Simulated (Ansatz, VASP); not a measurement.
## GaP: VASP beside Ansatz

The input INCAR:

```
  ALGO = Normal
  EDIFF = 1E-7
  EDIFFG = -0.005
  ENCUT = 600
  GGA = PS
  IBRION = 2
  ISIF = 3
  ISMEAR = 0
  LASPH = T
  LCHARG = F
  LREAL = F
  LWAVE = F
  NELM = 100
  NSW = 100
  PREC = Accurate
  SIGMA = 0.02
```

The input KPOINTS:

```
k-points
0
Gamma
  8 8 8
```

Contents of POSCAR:

```
GaP
1.0
    0.0000000000      2.7258124900      2.7258124900
    2.7258124900      0.0000000000      2.7258124900
    2.7258124900      2.7258124900      0.0000000000
Ga P
1 1
Direct
    0.0000000000      0.0000000000      0.0000000000
    0.7500000000      0.7500000000      0.7500000000
```

Input for Ansatz:

```yaml
crystal:
  lattice:
    - [0.0, 2.72581249, 2.72581249]
    - [2.72581249, 0.0, 2.72581249]
    - [2.72581249, 2.72581249, 0.0]
  atoms:
    - { symbol: Ga, position: [0.0, 0.0, 0.0] }
    - { symbol: P, position: [0.75, 0.75, 0.75] }
basis:
  ecutwfc: 420
kpoints:
  mp_grid: { grid: [8, 8, 8] }
hamiltonian:
  xc: pbesol
scf:
  occupations: { method: gaussian, width: 0.02 }
output:
  forces: true
  stress: true
  eigenvalues: true
  write_density: true
  write_potential: true
  elf: true
  volumetric_format: npy
relax:
  adjacent_minimum: "off"
  f_tol: 0.005
  max_steps: 80
  cell: { stress_tol: 0.05 }
```

Alike in both runs: task relaxation of cell and atoms; functional PBEsol; k mesh 8 × 8 × 8; occupations gaussian, width 0.02 eV; no spin polarisation.

|  | VASP | Ansatz |
| --- | --- | --- |
| version | VASP 6.6.1 | Ansatz 0.2.0 |
| potentials or method | VASP PAW PBE potentials, release 64 (Ga_d, P), cutoff 600 eV | scalar-relativistic, plane waves, PAW |
| valence electrons in the cell | 18 | 18 |

```csv
,VASP,Ansatz,Ansatz less VASP
"gap on the k mesh at the Fermi level, each at its own relaxed structure (eV)",1.50,1.50,-0.001
relaxed volume (Å³/atom),20.09,20.11,+0.018
relaxed cell length with the largest relative difference (Å),3.844,3.846,+0.0012
```

VASP's potentials were made for PBE, not for PBEsol.
